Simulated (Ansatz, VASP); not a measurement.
## Two plane-wave programs on FeMo3

```xyz
4
Lattice="3.8915 0.0000 0.0000 0.0000 3.8915 0.0000 0.0000 0.0000 3.8915" Properties=species:S:1:pos:R:3 pbc="T T T"
Fe    0.0000    0.0000    0.0000
Mo    0.0000    1.9457    1.9457
Mo    1.9457    0.0000    1.9457
Mo    1.9457    1.9457    0.0000
```

Alike in both runs: functional PBE; k mesh 4 × 4 × 4; occupations gaussian, width 0.1 eV; collinear spin.

Ansatz relaxed the structure, and its values are those at the end. VASP's run is a single point on that final structure, the one shown.

|  | VASP | Ansatz |
| --- | --- | --- |
| version | VASP 6.6.1 | Ansatz 0.2.0 |
| potentials or method | VASP PAW PBE potentials, release 64 (Fe, Mo_sv), cutoff 520 eV | scalar-relativistic, plane waves, PAW |
| valence electrons in the cell | 50 | 58 |

```csv
,VASP,Ansatz,Ansatz less VASP
gap on the k mesh at the Fermi level (eV),none,none,-
pressure (GPa),-2.4,0.3,+2.66
net moment per atom (μB),0.00,0.34,+0.340
size of the moment on the site where the two differ most (μB),0.00,1.71,+1.706
```

The net moments are unlike, so the other rows may belong to different states. Site moments also hang on the region over which each program counts them. A gap of «none» marks a metal or a gap that the smearing closes. VASP's potentials hold 50 valence electrons a cell and Ansatz's 58, so a difference there can come from the potentials and not from the codes.

The k mesh is coarse, so the values compare programs but aren't converged.
